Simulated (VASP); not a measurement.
A run of VASP 6.6.1 is set up as follows.

Contents of INCAR:

```
PREC     = Accurate       # precision mode
ENCUT    = 520            # plane-wave cutoff, eV
EDIFF    = 1E-6           # SCF threshold, eV
ISMEAR   = 0              # smearing method
SIGMA    = 0.1            # smearing width, eV
LREAL    = F              # projectors in reciprocal space
LASPH    = T              # aspherical terms in the spheres
NELM     = 80             # most SCF steps
ALGO     = Normal         # electronic algorithm
ISIF     = 2              # what is computed and relaxed
LWAVE    = F              # write WAVECAR
LCHARG   = F              # write CHGCAR
GGA      = PE             # functional
NBANDS   = 26             # bands
```

The input KPOINTS:

```
regular mesh
0
Gamma
  12 12 10
```

File POSCAR:

```
NbCrC3
1.0
    3.6821060724      0.0000000000      0.0000000000
   -1.8410530362      3.1887973982      0.0000000000
    0.0000000000      0.0000000000      4.2362502194
Nb Cr C
1 1 3
Direct
    0.3333333333      0.6666666667      0.5000000000
    0.0000000000      0.0000000000      0.0000000000
    0.0000000000      0.0000000000      0.5000000000
    0.3333333333      0.6666666667      0.0000000000
    0.6666666667      0.3333333333      0.0000000000
```

Potentials or basis: VASP PAW PBE potentials, release 64 (Nb_sv, Cr_pv, C).

Run with:

```console
$ cat potpaw_PBE.64/Nb_sv/POTCAR potpaw_PBE.64/Cr_pv/POTCAR potpaw_PBE.64/C/POTCAR > POTCAR
$ mpirun -np 1 vasp_std > vasp.out
```

Predict the band gap on the k mesh.

zero (an odd number of electrons rules out a gap without spin polarisation).

Estimate the pressure.

-0.1 GPa.

Caveat: the run has no spin polarisation, though such a crystal can be magnetic. Spin polarisation is off, so any magnetic state and its effect on volume and gap are missing.
